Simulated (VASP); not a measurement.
A run of VASP 6.6.1:

File INCAR:

```
PREC = Accurate ; ENCUT = 520
EDIFF = 1E-6 ; ISMEAR = -1
SIGMA = 0.08 ; LREAL = F
LASPH = T ; NELM = 100
ALGO = Normal ; ISIF = 2
LWAVE = F ; LCHARG = F
GGA = CA ; NBANDS = 13
```

Contents of KPOINTS:

```
regular mesh
0
Gamma
  14 14 14
```

Contents of POSCAR:

```
Sn
1.0
   -1.4202341988      1.4202341988      1.4202341988
    1.4202341988     -1.4202341988      1.4202341988
    1.4202341988      1.4202341988     -1.4202341988
Sn
1
Direct
    0.0000000000      0.0000000000      0.0000000000
```

Potentials or basis: VASP PAW LDA potentials, release 64 (Sn_d).

Command:

```sh
$ cat potpaw_LDA.64/Sn_d/POTCAR > POTCAR
$ mpirun -np 1 vasp_std > vasp.out
```

Hardware: 1 thread of AMD EPYC 9R45 96-Core Processor (Zen 5), with other jobs on the host.

**Question.** Estimate the wall time of this run.

**Answer.** Run time: 8.4 s on 1 thread of AMD EPYC 9R45 96-Core Processor (Zen 5), with other jobs on the host, peak memory 0.09 GiB. Counts: scf iterations 11, k points 104.
